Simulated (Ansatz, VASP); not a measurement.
## Two plane-wave programs on PtSe

INCAR

```
ALGO = Normal ; EDIFF = 1E-6
ENCUT = 520 ; ISIF = 2
ISMEAR = 0 ; ISPIN = 2
LASPH = T ; LCHARG = T
LDAU = T ; LDAUJ = 0 0
LDAUL = 2 -1 ; LDAUPRINT = 1
LDAUTYPE = 2 ; LDAUU = 2 0
LELF = T ; LMAXMIX = 4
LORBIT = 11 ; LREAL = F
LVHAR = T ; LWAVE = F
MAGMOM = 2 -2 0 0 ; NBANDS = 28
NELM = 150 ; PREC = Accurate
SIGMA = 0.05
```

File KPOINTS:

```
k-points
0
Gamma
  6 6 6
```

Contents of POSCAR:

```
PtSe
1.0
    0.0000000000      2.7984111300      2.7984111300
    5.5968222600      2.7984111300      2.7984111300
    5.5968222600      5.5968222600      0.0000000000
Pt Se
2 2
Direct
    0.5000000000      0.5000000000      0.0000000000
    0.5000000000      0.5000000000      0.5000000000
    0.0000000000      0.0000000000      0.0000000000
    0.0000000000      0.0000000000      0.5000000000
```

Input for Ansatz:

```yaml
crystal:
  lattice:
    - [0.0, 2.79841113, 2.79841113]
    - [5.59682226, 2.79841113, 2.79841113]
    - [5.59682226, 5.59682226, 0.0]
  atoms:
    - { symbol: Pt, position: [0.5, 0.5, 0.0], spin: 2.0 }
    - { symbol: Se, position: [0.0, 0.0, 0.0] }
    - { symbol: Pt, position: [0.5, 0.5, 0.5], spin: -2.0 }
    - { symbol: Se, position: [0.0, 0.0, 0.5] }
basis:
  ecutwfc: 420
  ecutrho_ratio: 4
kpoints:
  mp_grid: { grid: [6, 6, 6] }
hamiltonian:
  xc: lda
  hubbard:
    sites: [{ site: 0, l: d, u_eff: 2.0 }, { site: 2, l: d, u_eff: 2.0 }]
scf:
  occupations: { method: gaussian, width: 0.05 }
output:
  forces: true
  stress: true
  eigenvalues: true
  populations: true
  hubbard: { sites: [{ site: 0, l: d }, { site: 2, l: d }] }
  write_density: true
  write_potential: true
  elf: true
  volumetric_format: npy
magnetization:
  spin_polarized: true
```

Alike in both runs: task single point; functional LDA; k mesh 6 × 6 × 6; occupations gaussian, width 0.05 eV; collinear spin; Hubbard terms Pt d U = 2.0 eV.

```csv
,VASP,Ansatz
version,VASP 6.6.1,Ansatz 0.2.0
potentials or method,"VASP PAW LDA potentials, release 64 (Pt, Se), cutoff 520 eV","scalar-relativistic, plane waves, PAW"
valence electrons in the cell,32,68
```

VASP gave:

```
gap on the k mesh at the Fermi level (eV) : none
pressure (GPa)                            : -21.6
net moment per atom (μB)                  : 0.00
```

Q: What did Ansatz give for the same quantities?

A: gap on the k mesh at the Fermi level (eV): none; pressure (GPa): -20.9; net moment per atom (μB): 0.00.

LDA's correlation is that of Perdew and Zunger in VASP and of Perdew and Wang (1992) in Ansatz. The programs project onto different local orbitals, so the same U acts differently, and such runs can settle in different states. A gap of «none» marks a metal or a gap that the smearing closes. VASP's potentials hold 32 valence electrons a cell and Ansatz's 68, so a difference there can come from the potentials and not from the codes. Ansatz's warnings: filled band counts differ across k points, seeded moment not kept.

Spin-orbit coupling is off throughout.
